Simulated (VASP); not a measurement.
# Ta in VASP: single point with PBEsol+D3(BJ)

Aim: the single point of Ta with PBEsol+D3(BJ).

Everything below comes from runs of VASP 6.6.1. Logs are shortened: lines on timing, memory, paths and dates and some standing lists are left out, and cuts for length are marked.

**1. The cell of the first run**

The cell holds a slab with vacuum, 8 atoms: a = 3.181 Å, b = 4.434 Å, c = 25.883 Å, α = 90.00°, β = 90.00°, γ = 90.00°.

**2. Single point, PBEsol+D3(BJ)**

File INCAR:

```
SYSTEM = Ta
PREC     = Accurate       ! precision mode
ENCUT    = 400            ! plane-wave cutoff, eV
EDIFF    = 1E-6           ! SCF threshold, eV
ISMEAR   = 1              ! smearing method
SIGMA    = 0.1            ! smearing width, eV
LREAL    = .FALSE.        ! projectors in reciprocal space
LASPH    = .TRUE.         ! aspherical terms in the spheres
NELM     = 120            ! most SCF steps
ALGO     = Normal         ! electronic algorithm
ISIF     = 2              ! what is computed and relaxed
LWAVE    = .FALSE.        ! write WAVECAR
LCHARG   = .FALSE.        ! write CHGCAR
LDIPOL   = .TRUE.       
IDIPOL   = 3            
DIPOL    = 0.5 0.5 0.407
GGA      = PS             ! functional
IVDW     = 12             ! dispersion correction
NBANDS   = 54             ! bands
GGA_COMPAT= .FALSE.      
NELMDL   = -8
```

File KPOINTS:

```
Automatic mesh
0
G
  10 8 1
  0 0 0
```

File POSCAR:

```
Ta
1.0
    3.1806759268      0.0000000000      0.0000000000
    0.0000000000      4.4336694738      0.0000000000
    0.0000000000      0.0000000000     25.8832854534
Ta
8
Direct
    0.0000000000      0.0000000000      0.2704448016
    0.5000000000      0.5000000000      0.2704448016
    0.5000000000      0.0002882511      0.3607310855
    0.0000000000      0.4997117489      0.3607310855
    0.0000000000     -0.0004893242      0.4519141645
    0.5000000000      0.5004893242      0.4519141645
    0.5000000000      0.0057089463      0.5443422709
    0.0000000000      0.4942910537      0.5443422709
```

Potentials or basis: VASP PAW PBE potentials, release 64 (Ta_pv).

Command:

```sh
cat potpaw_PBE.64/Ta_pv/POTCAR > POTCAR
mpirun -np 1 vasp_std > vasp.out
```

OUTCAR:

```text
SYSTEM = Ta
   PREC = Accurate
   ENCUT = 400
   EDIFF = 1E-6
   ISMEAR = 1
   LREAL = .FALSE.
   LASPH = .TRUE.
   NELM = 120
   ISIF = 2
   GGA = PS
   IVDW = 12
   NELMDL = -8
 IVDW          = 12

 ion  position               nearest neighbor table
   1  0.000  0.000  0.270-   2 2.73   2 2.73   2 2.73   2 2.73   3 2.83   3 2.83   4 3.22   4 3.22

   2  0.500  0.500  0.270-   1 2.73   1 2.73   1 2.73   1 2.73   4 2.83   4 2.83   3 3.22   3 3.22

   3  0.500  0.000  0.361-   4 2.73   4 2.73   4 2.73   4 2.73   1 2.83   1 2.83   5 2.85   5 2.85
                             2 3.22   2 3.22   6 3.24   6 3.24
   4  0.000  0.500  0.361-   3 2.73   3 2.73   3 2.73   3 2.73   2 2.83   2 2.83   6 2.85   6 2.85
                             1 3.22   1 3.22   5 3.24   5 3.24
   5  0.000  1.000  0.452-   6 2.72   6 2.72   6 2.73   6 2.73   3 2.85   3 2.85   7 2.87   7 2.87
                             4 3.24   4 3.24   8 3.25   8 3.28
   6  0.500  0.500  0.452-   5 2.72   5 2.72   5 2.73   5 2.73   4 2.85   4 2.85   8 2.87   8 2.87
                             3 3.24   3 3.24   7 3.25   7 3.28
   7  0.500  0.006  0.544-   8 2.69   8 2.69   8 2.77   8 2.77   5 2.87   5 2.87   6 3.25   6 3.28

   8  0.000  0.494  0.544-   7 2.69   7 2.69   7 2.77   7 2.77   6 2.87   6 2.87   5 3.25   5 3.28

  LATTYP: Found a simple orthorhombic cell.
 ALAT       =     3.1806759268
 B/A-ratio  =     1.3939393940
 C/A-ratio  =     8.1376682344

  Lattice vectors:

 A1 = (   3.1806759268,   0.0000000000,   0.0000000000)
 A2 = (   0.0000000000,   4.4336694738,   0.0000000000)
 A3 = (   0.0000000000,   0.0000000000,  25.8832854534)

Analysis of symmetry for initial positions (statically):
=====================================================================
 Subroutine PRICEL returns:
 Original cell was already a primitive cell.

 Routine SETGRP: Setting up the symmetry group for a
 simple orthorhombic supercell.

 Subroutine GETGRP returns: Found  4 space group operations
 (whereof  2 operations were pure point group operations)
 out of a pool of  8 trial point group operations.

The static configuration has the point symmetry C_1h.
 The point group associated with its full space group is C_2v.

Analysis of symmetry for dynamics (positions and initial velocities):
=====================================================================
 Subroutine PRICEL returns:
 Original cell was already a primitive cell.

 Routine SETGRP: Setting up the symmetry group for a
 simple orthorhombic supercell.

 Subroutine GETGRP returns: Found  4 space group operations
 (whereof  2 operations were pure point group operations)
 out of a pool of  8 trial point group operations.

The dynamic configuration has the point symmetry C_1h.
 The point group associated with its full space group is C_2v.

 Subroutine INISYM returns: Found  4 space group operations
 (whereof  2 operations are pure point group operations),
 and found     1 'primitive' translations

----------------------------------------------------------------------------------------

                                     Primitive cell

  volume of cell :     365.0078

  direct lattice vectors                    reciprocal lattice vectors
     3.180675927  0.000000000  0.000000000     0.314398582  0.000000000  0.000000000
     0.000000000  4.433669474  0.000000000     0.000000000  0.225546809  0.000000000
     0.000000000  0.000000000 25.883285453     0.000000000  0.000000000  0.038634972

  length of vectors
     3.180675927  4.433669474 25.883285453     0.314398582  0.225546809  0.038634972

  position of ions in fractional coordinates (direct lattice)
     0.000000000  0.000000000  0.270444802
     0.500000000  0.500000000  0.270444802
     0.500000000  0.000288251  0.360731085
     0.000000000  0.499711749  0.360731085
     0.000000000  0.999510676  0.451914165
     0.500000000  0.500489324  0.451914165
     0.500000000  0.005708946  0.544342271
     0.000000000  0.494291054  0.544342271

  ion indices of the primitive-cell ions
   primitive index   ion index
                 1           1
                 2           2
                 3           3
                 4           4
                 5           5
                 6           6
                 7           7
                 8           8

----------------------------------------------------------------------------------------

 KPOINTS: Automatic mesh

Automatic generation of k-mesh.
 Grid dimensions read from file:
 generate k-points for:   10    8    1

 Generating k-lattice:

  Cartesian coordinates                     Fractional coordinates (reciprocal lattice)
     0.031439858  0.000000000  0.000000000     0.100000000  0.000000000  0.000000000
     0.000000000  0.028193351  0.000000000     0.000000000  0.125000000  0.000000000
     0.000000000  0.000000000  0.038634972     0.000000000  0.000000000  1.000000000

  Length of vectors
     0.031439858  0.028193351  0.038634972

  Shift w.r.t. Gamma in fractional coordinates (k-lattice)
     0.000000000  0.000000000  0.000000000

 Subroutine IBZKPT returns following result:
 ===========================================

 Found     30 irreducible k-points:

 Following reciprocal coordinates:
            Coordinates               Weight
  0.000000  0.000000  0.000000      1.000000
  0.100000  0.000000  0.000000      2.000000
  0.200000  0.000000  0.000000      2.000000
  0.300000  0.000000  0.000000      2.000000
  0.400000  0.000000  0.000000      2.000000
  0.500000  0.000000  0.000000      1.000000
[... 16 lines left out ...]
  0.400000  0.375000  0.000000      4.000000
  0.500000  0.375000  0.000000      2.000000
 [... further k-points ...]
   k-points           NKPTS =     30   k-points in BZ     NKDIM =     30   number of bands    NBANDS=     54
   number of dos      NEDOS =    301   number of ions     NIONS =      8
   total plane-waves  NPLWV = 129600
   dimension x,y,z NGX =    24 NGY =   30 NGZ =  180
   dimension x,y,z NGXF=    48 NGYF=   60 NGZF=  360
   ions per type =               8
   NGX,Y,Z   is equivalent  to a cutoff of  12.54, 11.25, 11.56 a.u.
   NGXF,Y,Z  is equivalent  to a cutoff of  25.09, 22.50, 23.12 a.u.
 SYSTEM =  Ta
   PREC   = accura    normal or accurate (medium, high low for compatibility)
   ISTART =      0    job   : 0-new  1-cont  2-samecut
   ICHARG =      2    charge: 1-file 2-atom 10-const
   ISPIN  =      1    spin polarized calculation?
   LNONCOLLINEAR =      F non collinear calculations
   LSORBIT =      F    spin-orbit coupling
   LASPH  =      T    aspherical Exc in radial PAW
   ENCUT  =  400.0 eV  29.40 Ry    5.42 a.u.   5.19  7.23 42.21*2*pi/ulx,y,z
   NELM   =    120;   NELMIN=  2; NELMDL= -8     # of ELM steps
   EDIFF  = 0.1E-05   stopping-criterion for ELM
   LREAL  =      F    real-space projection
   EDIFFG = 0.1E-04   stopping-criterion for IOM
   NSW    =      0    number of steps for IOM
   IBRION =     -1    ionic relax: 0-MD 1-quasi-New 2-CG
   NFREE  =      0    steps in history (QN), initial steepest desc. (CG)
   ISIF   =      2    stress and relaxation
   ISYM   =      2    0-nonsym 1-usesym 2-fastsym
   POTIM  = 0.5000    time-step for ionic-motion
   TEBEG  =    0.0;   TEEND  =   0.0 temperature during run
   PSTRESS=    0.0 pullay stress
   NELECT =      88.0000    total number of electrons
   NUPDOWN=      -1.0000    fix difference up-down
   EMIN   =  10.00;   EMAX   =-10.00  energy-range for DOS
   EFERMI =   0.00;   METHOD = LEGACY
   ISMEAR =     1;   SIGMA  =   0.10  broadening in eV -4-tet -1-fermi 0-gaus
   EFERMI_NEDOS =   21; number of points for ismear=-14 and -15
   IALGO  =     38    algorithm
   IMIX   =      4    mixing-type and parameters
     AMIX     =   0.40;   BMIX     =  1.00
     AMIX_MAG =   1.60;   BMIX_MAG =  1.00
  volume/ion in A,a.u.               =      45.63       307.90
  Fermi-wavevector in a.u.,A,eV,Ry     =   1.018908  1.925457 14.125211  1.038174
  Thomas-Fermi vector in A             =   2.152392
   LORBIT       =      0    0 simple, 1 ext, 2 COOP (PROOUT), +10 PAW based schemes
   GGA     = PS    functional components
   LHFCALC =     F    Hartree Fock is set to
   AEXX    =    0.0000 exact exchange contribution
   IVDW    =    12    specifies the selected vdW correction
   LEPSILON=     F    determine dielectric tensor
   LRPA    =     F    only Hartree local field effects (RPA)
 non-spin polarized calculation
 Methfessel and Paxton  Order N= 1 SIGMA  =   0.10
  energy-cutoff  :      400.00
  volume of cell :      365.01
 maximum number of plane-waves:      6682
 NGX is ok and might be reduce to    24
   NGX = 11   NGY = 15   NGZ = 85

 dipolmoment           0.000000      0.000000     -0.014129 electrons x Angstroem

 number of electron      87.9999985 magnetization

 dipolmoment           0.000000      0.000000      0.001891 electrons x Angstroem

 Free energy of the ion-electron system (eV)
  ---------------------------------------------------
  ext. energy  EPLUGINS =         0.00000000
  ---------------------------------------------------
  free energy    TOTEN  =       -95.48318451 eV

  energy without entropy =      -95.48584586  energy(sigma->0) =      -95.48407163

 E-fermi :  -0.8626     XC(G=0):  -5.6720

 val. band max:       -0.8839133769   @ k =   0.1000   0.2500   0.0000
 cond. band min:      -0.8577534541   @ k =   0.4000   0.2500   0.0000
 fundamental gap:      0.0261599228
 Fermi energy:        -0.8626081272

 k-point     1 :       0.0000    0.0000    0.0000
  band No.  band energies     occupation
      1     -35.3698      2.00000
      2     -35.3554      2.00000
      3     -35.1159      2.00000
      4     -35.0833      2.00000
      5     -34.9501      2.00000
      6     -34.9007      2.00000
[... 46 lines left out ...]
     53       2.1799      0.00000
     54       2.4275      0.00000
[... 1309 lines left out ...]
     53       3.2799      0.00000
     54       3.2804      0.00000

 [... further k-points ...]

------------------------ aborting loop because EDIFF is reached ----------------------------------------

 vacuum level on the upper side and lower side of the slab       (xc-potential included)        -0.228        -0.249

 Edisp (eV)   -4.29454

 E8    (eV) :    -3.2569

  FORCE on cell =-STRESS in cart. coord.  units (eV):
  Direction    XX          YY          ZZ          XY          YZ          ZX
  --------------------------------------------------------------------------------------
  -------------------------------------------------------------------------------------
  Total      -0.61845     0.96539    -1.34673     0.00000     0.00000     0.00000
  in kB      -2.71464     4.23751    -5.91139     0.00000     0.00000     0.00000
  external pressure =       -1.46 kB  Pullay stress =        0.00 kB

 VOLUME and BASIS-vectors are now :
 -----------------------------------------------------------------------------
  energy-cutoff  :      400.00
  volume of cell :      365.01
      direct lattice vectors                 reciprocal lattice vectors
     3.180675927  0.000000000  0.000000000     0.314398582  0.000000000  0.000000000
     0.000000000  4.433669474  0.000000000     0.000000000  0.225546809  0.000000000
     0.000000000  0.000000000 25.883285453     0.000000000  0.000000000  0.038634972

 POSITION                                       TOTAL-FORCE (eV/Angst)
 -----------------------------------------------------------------------------------
      0.00000      0.00000      7.00000         0.000000      0.000655      0.002161
      1.59034      2.21683      7.00000         0.000000     -0.000655      0.002161
      1.59034      0.00128      9.33691         0.000000     -0.020108     -0.023883
      0.00000      2.21556      9.33691         0.000000      0.020108     -0.023883
      0.00000      4.43150     11.69702         0.000000      0.128164      0.296686
      1.59034      2.21900     11.69702         0.000000     -0.128164      0.296686
      1.59034      0.02531     14.08937         0.000000     -0.332700     -0.274964
      0.00000      2.19152     14.08937         0.000000      0.332700     -0.274964
 -----------------------------------------------------------------------------------
    total drift:                                0.000000      0.000000      0.000070

  FREE ENERGIE OF THE ION-ELECTRON SYSTEM (eV)
  ---------------------------------------------------
  free  energy   TOTEN  =       -99.7777284637 eV

  energy  without entropy=      -99.7803898124  energy(sigma->0) =      -99.77861558

 vacuum level on the upper side and lower side of the slab         3.998         3.975
```

It took 11 min on 1 thread of Oxide Virtual Turin-like, shared host; peak memory 0.48 GiB.

Results:

- Free energy: -99.7777 eV
- Largest force: 0.432 eV/Å
- Band gap on the k mesh: zero (bands 44 and 45 overlap by 0.85 eV)
- Dispersion energy per atom: -0.537 eV

Forces on the atoms (eV/Å):
```
Ta   0.000  0.001  0.002
Ta   0.000 -0.001  0.002
Ta   0.000 -0.020 -0.024
Ta   0.000  0.020 -0.024
Ta   0.000  0.128  0.297
Ta   0.000 -0.128  0.297
Ta   0.000 -0.333 -0.275
Ta   0.000  0.333 -0.275
```

Caveat: the PAW data sets were made with another functional, which shifts forces and pressure a little; spin-orbit coupling is left out, which moves the levels of the heavy elements.

The gap in the log of VASP goes by the Fermi energy; the results here count the filled bands.